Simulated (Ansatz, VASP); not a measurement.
# In: VASP beside Ansatz

File INCAR:

```
SYSTEM = In
  ALGO = Fast
  EDIFF = 1E-6
  ENCUT = 520
  GGA = PE
  ISIF = 2
  ISMEAR = 0
  LASPH = .True.
  LCHARG = .False.
  LREAL = .False.
  LWAVE = .False.
  NBANDS = 12
  NELM = 60
  PREC = Accurate
  SIGMA = 0.15
```

Contents of KPOINTS:

```
k-points
0
Gamma
  20 20 20
  0 0 0
```

File POSCAR:

```
In
1.0
   -1.7562420000      1.7562420000      2.2760340000
    1.7562420000     -1.7562420000      2.2760340000
    1.7562420000      1.7562420000     -2.2760340000
In
1
Direct
    0.0000000000      0.0000000000      0.0000000000
```

Input for Ansatz:

```yaml
crystal:
  lattice:
    - [-1.756242, 1.756242, 2.276034]
    - [1.756242, -1.756242, 2.276034]
    - [1.756242, 1.756242, -2.276034]
  atoms:
    - { symbol: In, position: [0.0, 0.0, 0.0] }
basis:
  ecutwfc: 420
kpoints:
  mp_grid: { grid: [20, 20, 20] }
hamiltonian:
  xc: pbe
scf:
  occupations: { method: gaussian, width: 0.15 }
output:
  forces: true
  stress: true
  eigenvalues: true
```

Change from the starting cell: strain +0.080 along x and y, -0.080 along z, atoms carried along.

Alike in both runs: task single point; functional PBE; k mesh 20 × 20 × 20; occupations gaussian, width 0.15 eV; no spin polarisation.

|  | VASP | Ansatz |
| --- | --- | --- |
| version | VASP 6.6.1 | Ansatz 0.2.0 |
| potentials or method | VASP PAW PBE potentials, release 64 (In_d), cutoff 520 eV | scalar-relativistic, plane waves, PAW |
| valence electrons in the cell | 13 | 13 |

```csv
,VASP,Ansatz,Ansatz less VASP
gap on the k mesh at the Fermi level (eV),none,none,-
pressure (GPa),-0.7,-0.7,+0.02
"traceless stress, the component that is largest in VASP (GPa)",0.15,0.15,-0.001
```

A gap of «none» marks a metal or a gap that the smearing closes.
